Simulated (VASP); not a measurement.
# Rh (P6_3/mmc) in VASP: further runs

Rh is run at these levels: LDA; tasks: single point.

Program: VASP 6.6.1. These are calculated values, not measurements. Logs are shortened: lines on timing, memory, paths and dates and some standing lists are left out, and cuts for length are marked.

## Step 1: The cell of the first run

It takes space group P6_3/mmc (No. 194, hexagonal). The conventional cell has a = 2.731 Å, b = 2.731 Å, c = 4.428 Å, α = 90.00°, β = 90.00°, γ = 120.00°. Rh (site symmetry -6m2) has 12 Rh at 2.72 to 2.73 Å within 3.6 Å.

## Step 2: Single point, LDA, collinear spin, ferromagnetic start

The input, INCAR:

```
PREC = Accurate
ENCUT = 520
EDIFF = 1E-6
ISMEAR = -1
SIGMA = 0.05
LREAL = False
LASPH = True
NELM = 150
ALGO = Normal
ISIF = 2
LWAVE = False
LCHARG = False
ISPIN = 2
MAGMOM = 0.15 0.15
LORBIT = 11
NUPDOWN = 0.3
LMAXMIX = 4
GGA = CA
NBANDS = 26
```

The input, KPOINTS:

```
Automatic mesh
0
Gamma
  16 16 9
```

The input, POSCAR:

```
Rh
1.0
    2.7309790422      0.0000000000      0.0000000000
   -1.3654895211      2.3650972278      0.0000000000
    0.0000000000      0.0000000000      4.4284890000
Rh
2
Direct
    0.6666666667      0.3333333333      0.7500000000
    0.3333333333      0.6666666667      0.2500000000
```

Potentials or basis: VASP PAW LDA potentials, release 64 (Rh_pv).

On the command line:

```sh
$ cat potpaw_LDA.64/Rh_pv/POTCAR > POTCAR
$ mpirun -np 1 vasp_std > vasp.out
```

OUTCAR:

```text
PREC = Accurate
   ENCUT = 520
   EDIFF = 1E-6
   ISMEAR = -1
   LREAL = False
   LASPH = True
   NELM = 150
   ISIF = 2
   ISPIN = 2
   LORBIT = 11
   NUPDOWN = 0.3
   GGA = CA

 ion  position               nearest neighbor table
   1  0.667  0.333  0.750-   2 2.72   2 2.72   2 2.72   2 2.72   2 2.72   2 2.72
   2  0.333  0.667  0.250-   1 2.72   1 2.72   1 2.72   1 2.72   1 2.72   1 2.72

  LATTYP: Found a hexagonal cell.
 ALAT       =     2.7309790422
 C/A-ratio  =     1.6215756077

  Lattice vectors:

 A1 = (   2.7309790422,   0.0000000000,   0.0000000000)
 A2 = (  -1.3654895211,   2.3650972278,   0.0000000000)
 A3 = (   0.0000000000,   0.0000000000,   4.4284890000)

Analysis of symmetry for initial positions (statically):
=====================================================================
 Subroutine PRICEL returns:
 Original cell was already a primitive cell.

 Routine SETGRP: Setting up the symmetry group for a
 hexagonal supercell.

 Subroutine GETGRP returns: Found 24 space group operations
 (whereof 12 operations were pure point group operations)
 out of a pool of 24 trial point group operations.

The static configuration has the point symmetry D_3d.
 The point group associated with its full space group is D_6h.

Analysis of symmetry for dynamics (positions and initial velocities):
=====================================================================
 Subroutine PRICEL returns:
 Original cell was already a primitive cell.

 Routine SETGRP: Setting up the symmetry group for a
 hexagonal supercell.

 Subroutine GETGRP returns: Found 24 space group operations
 (whereof 12 operations were pure point group operations)
 out of a pool of 24 trial point group operations.

The dynamic configuration has the point symmetry D_3d.
 The point group associated with its full space group is D_6h.

Analysis of structural, dynamic, and magnetic symmetry:
=====================================================================
 Subroutine PRICEL returns:
 Original cell was already a primitive cell.

 Routine SETGRP: Setting up the symmetry group for a
 hexagonal supercell.

 Subroutine GETGRP returns: Found 24 space group operations
 (whereof 12 operations were pure point group operations)
 out of a pool of 24 trial point group operations.

The overall configuration has the point symmetry D_3d.
 The point group associated with its full space group is D_6h.

 Subroutine INISYM returns: Found 24 space group operations
 (whereof 12 operations are pure point group operations),
 and found     1 'primitive' translations

----------------------------------------------------------------------------------------

                                     Primitive cell

  volume of cell :      28.6037

  direct lattice vectors                    reciprocal lattice vectors
     2.730979042  0.000000000  0.000000000     0.366169049  0.211407799  0.000000000
    -1.365489521  2.365097228  0.000000000     0.000000000  0.422815599  0.000000000
     0.000000000  0.000000000  4.428489000     0.000000000  0.000000000  0.225810655

  length of vectors
     2.730979042  2.730979042  4.428489000     0.422815599  0.422815599  0.225810655

  position of ions in fractional coordinates (direct lattice)
     0.666666667  0.333333333  0.750000000
     0.333333333  0.666666667  0.250000000

  ion indices of the primitive-cell ions
   primitive index   ion index
                 1           1
                 2           2

----------------------------------------------------------------------------------------

 KPOINTS: Automatic mesh

Automatic generation of k-mesh.
 Grid dimensions read from file:
 generate k-points for:   16   16    9

 Generating k-lattice:

  Cartesian coordinates                     Fractional coordinates (reciprocal lattice)
     0.022885566  0.013212987  0.000000000     0.062500000  0.000000000  0.000000000
     0.000000000  0.026425975  0.000000000     0.000000000  0.062500000  0.000000000
     0.000000000  0.000000000  0.025090073     0.000000000  0.000000000  0.111111111

  Length of vectors
     0.026425975  0.026425975  0.025090073

  Shift w.r.t. Gamma in fractional coordinates (k-lattice)
     0.000000000  0.000000000  0.000000000

 Subroutine IBZKPT returns following result:
 ===========================================

 Found    150 irreducible k-points:

 Following reciprocal coordinates:
            Coordinates               Weight
  0.000000  0.000000  0.000000      1.000000
  0.062500  0.000000  0.000000      6.000000
  0.125000  0.000000  0.000000      6.000000
  0.187500  0.000000  0.000000      6.000000
  0.250000  0.000000  0.000000      6.000000
  0.312500  0.000000  0.000000      6.000000
[... 16 lines left out ...]
  0.187500  0.187500  0.000000      6.000000
  0.250000  0.187500  0.000000     12.000000
 [... further k-points ...]
   k-points           NKPTS =    150   k-points in BZ     NKDIM =    150   number of bands    NBANDS=     26
   number of dos      NEDOS =    301   number of ions     NIONS =      2
   total plane-waves  NPLWV =  14400
   dimension x,y,z NGX =    20 NGY =   20 NGZ =   36
   dimension x,y,z NGXF=    40 NGYF=   40 NGZF=   72
   ions per type =               2
   NGX,Y,Z   is equivalent  to a cutoff of  12.17, 12.17, 13.51 a.u.
   NGXF,Y,Z  is equivalent  to a cutoff of  24.35, 24.35, 27.03 a.u.
 SYSTEM =  unknown system
   PREC   = accura    normal or accurate (medium, high low for compatibility)
   ISTART =      0    job   : 0-new  1-cont  2-samecut
   ICHARG =      2    charge: 1-file 2-atom 10-const
   ISPIN  =      2    spin polarized calculation?
   LNONCOLLINEAR =      F non collinear calculations
   LSORBIT =      F    spin-orbit coupling
   LASPH  =      T    aspherical Exc in radial PAW
   ENCUT  =  520.0 eV  38.22 Ry    6.18 a.u.   5.08  5.08  8.23*2*pi/ulx,y,z
   NELM   =    150;   NELMIN=  2; NELMDL= -5     # of ELM steps
   EDIFF  = 0.1E-05   stopping-criterion for ELM
   LREAL  =      F    real-space projection
   EDIFFG = 0.1E-04   stopping-criterion for IOM
   NSW    =      0    number of steps for IOM
   IBRION =     -1    ionic relax: 0-MD 1-quasi-New 2-CG
   NFREE  =      0    steps in history (QN), initial steepest desc. (CG)
   ISIF   =      2    stress and relaxation
   ISYM   =      2    0-nonsym 1-usesym 2-fastsym
   POTIM  = 0.5000    time-step for ionic-motion
   TEBEG  =    0.0;   TEEND  =   0.0 temperature during run
   PSTRESS=    0.0 pullay stress
   NELECT =      30.0000    total number of electrons
   NUPDOWN=       0.3000    fix difference up-down
   EMIN   =  10.00;   EMAX   =-10.00  energy-range for DOS
   EFERMI =   0.00;   METHOD = LEGACY
   ISMEAR =    -1;   SIGMA  =   0.05  broadening in eV -4-tet -1-fermi 0-gaus
   EFERMI_NEDOS =   21; number of points for ismear=-14 and -15
   IALGO  =     38    algorithm
   IMIX   =      4    mixing-type and parameters
     AMIX     =   0.40;   BMIX     =  1.00
     AMIX_MAG =   1.60;   BMIX_MAG =  1.00
  volume/ion in A,a.u.               =      14.30        96.51
  Fermi-wavevector in a.u.,A,eV,Ry     =   1.663314  3.143208 37.642066  2.766614
  Thomas-Fermi vector in A             =   2.750053
   LORBIT       =     11    0 simple, 1 ext, 2 COOP (PROOUT), +10 PAW based schemes
   GGA     = CA    functional components
   LHFCALC =     F    Hartree Fock is set to
   AEXX    =    0.0000 exact exchange contribution
   IVDW    =     0    specifies the selected vdW correction
   LEPSILON=     F    determine dielectric tensor
   LRPA    =     F    only Hartree local field effects (RPA)
 spin polarized calculation
  energy-cutoff  :      520.00
  volume of cell :       28.60
 maximum number of plane-waves:       785
   NGX = 11   NGY = 11   NGZ = 17

 number of electron      30.0000009 magnetization       0.3000000

 Free energy of the ion-electron system (eV)
  ---------------------------------------------------
  ext. energy  EPLUGINS =         0.00000000
  ---------------------------------------------------
  free energy    TOTEN  =       -17.16983603 eV

  energy without entropy =      -17.14176662  energy(sigma->0) =      -17.15580133

 E-fermi :  11.0404     XC(G=0): -14.1005

 val. band max:       11.1224969789   @ k =   0.2500   0.1250   0.1111
 cond. band min:      11.0431788232   @ k =   0.3125   0.0000   0.4444
 fundamental gap:     -0.0793181556
 Fermi energy:        11.1227923966

 spin component 1

 k-point     1 :       0.0000    0.0000    0.0000
  band No.  band energies     occupation
      1     -35.8132      1.00000
      2     -35.2307      1.00000
      3     -35.2307      1.00000
      4     -35.1524      1.00000
      5     -35.1363      1.00000
      6     -35.1363      1.00000
[... 18 lines left out ...]
     25      33.1443      0.00000
     26      33.1443      0.00000
[... 644 lines left out ...]
      4     -35.3815      1.00000
      5     -35.2825      1.00000
      6     -35.2758      1.00000
[... 18 lines left out ...]
     25      30.2230      0.00000
     26      31.3946      0.00000

 [... further k-points ...]

 spin component 2

 k-point     1 :       0.0000    0.0000    0.0000
  band No.  band energies     occupation
      1     -35.7025      1.00000
      2     -35.1225      1.00000
      3     -35.1225      1.00000
      4     -35.0395      1.00000
      5     -35.0280      1.00000
      6     -35.0280      1.00000
[... 18 lines left out ...]
     25      33.1886      0.00000
     26      33.1886      0.00000
[... 644 lines left out ...]
      4     -35.2738      1.00000
      5     -35.1746      1.00000
      6     -35.1632      1.00000
[... 18 lines left out ...]
     25      30.2690      0.00000
     26      31.5752      0.00000

 [... further k-points ...]

------------------------ aborting loop because EDIFF is reached ----------------------------------------

  FORCE on cell =-STRESS in cart. coord.  units (eV):
  Direction    XX          YY          ZZ          XY          YZ          ZX
  --------------------------------------------------------------------------------------
  -------------------------------------------------------------------------------------
  Total       -3.2179007     -3.2179007     -3.5372444      0.0000000     -0.0000000      0.0000000
  in kB     -180.2437779   -180.2437779   -198.1311289      0.0000000     -0.0000000      0.0000000
  external PRESSURE =    -186.2062282 kB  Pullay stress =       0.0000000 kB

 VOLUME and BASIS-vectors are now :
 -----------------------------------------------------------------------------
  energy-cutoff  :      520.00
  volume of cell :       28.60
      direct lattice vectors                 reciprocal lattice vectors
     2.730979042  0.000000000  0.000000000     0.366169049  0.211407799  0.000000000
    -1.365489521  2.365097228  0.000000000     0.000000000  0.422815599  0.000000000
     0.000000000  0.000000000  4.428489000     0.000000000  0.000000000  0.225810655

 POSITION                                       TOTAL-FORCE (eV/Angst)
 -----------------------------------------------------------------------------------
      1.36549      0.78837      3.32137        -0.000000     -0.000000      0.000000
     -0.00000      1.57673      1.10712         0.000000      0.000000      0.000000
 -----------------------------------------------------------------------------------
    total drift:                               -0.000000      0.000000     -0.000000

  FREE ENERGIE OF THE ION-ELECTRON SYSTEM (eV)
  ---------------------------------------------------
  free  energy   TOTEN  =       -17.1698360269 eV

  energy  without entropy=      -17.1417666249  energy(sigma->0) =      -17.15580133

 total charge

# of ion       s       p       d       tot
------------------------------------------
    1        0.396   6.279   7.041  13.717
    2        0.396   6.279   7.041  13.717
--------------------------------------------------
tot          0.792  12.558  14.083  27.434

 magnetization (x)

# of ion       s       p       d       tot
------------------------------------------
    1       -0.000  -0.000   0.148   0.148
    2       -0.000  -0.000   0.148   0.148
--------------------------------------------------
tot         -0.000  -0.000   0.297   0.296
```

It took 1.8 min on 1 thread of AMD EPYC 7R13 (Zen 3), shared host; peak memory 0.21 GiB.

Results:

```yaml
Free_energy: -17.1698 eV
Pressure: -18.6 GPa
Net_moment: 0.30 μB per cell
Site_moments: Rh +0.15 μB
Valence_electrons_inside_the_program's_atomic_spheres: Rh 13.72
```

Stress tensor (GPa, compression positive):
```
-18.02   0.00   0.00
  0.00 -18.02   0.00
  0.00   0.00 -19.81
```

Caveat: the total moment is fixed, so each spin has its own Fermi level.

## Step 3: Single point, LDA, collinear spin, ferromagnetic start

The input, INCAR:

```
SYSTEM = Rh
  PREC = Accurate
  ENCUT = 520
  EDIFF = 1E-6
  ISMEAR = -1
  SIGMA = 0.05
  LREAL = .False.
  LASPH = .True.
  NELM = 150
  ALGO = Normal
  ISIF = 2
  LWAVE = .False.
  LCHARG = .False.
  ISPIN = 2
  MAGMOM = 0.5 0.5
  LORBIT = 11
  NUPDOWN = 1.0
  LMAXMIX = 4
  NBANDS = 26
```

The input, KPOINTS:

```
Automatic mesh
0
Gamma
  16 16 9
  0 0 0
```

POSCAR is that of step 2.

Potentials or basis: VASP PAW LDA potentials, release 64 (Rh_pv).

On the command line:

```sh
$ cat potpaw_LDA.64/Rh_pv/POTCAR > POTCAR
$ mpirun -np 1 vasp_std > vasp.out
```

Run time: 1.8 min. Hardware: 1 thread of AMD EPYC 7R13 (Zen 3), shared host; peak memory 0.21 GiB.

It converged, with:

```yaml
Free_energy: -17.1116 eV
Pressure: -17.3 GPa
Net_moment: 1.00 μB per cell
Site_moments: Rh +0.49 μB
Valence_electrons_inside_the_program's_atomic_spheres: Rh 13.72
```

Stress tensor (GPa, compression positive):
```
-16.76   0.00   0.00
  0.00 -16.76   0.00
  0.00   0.00 -18.30
```

Caveat: the total moment is fixed, so each spin has its own Fermi level.
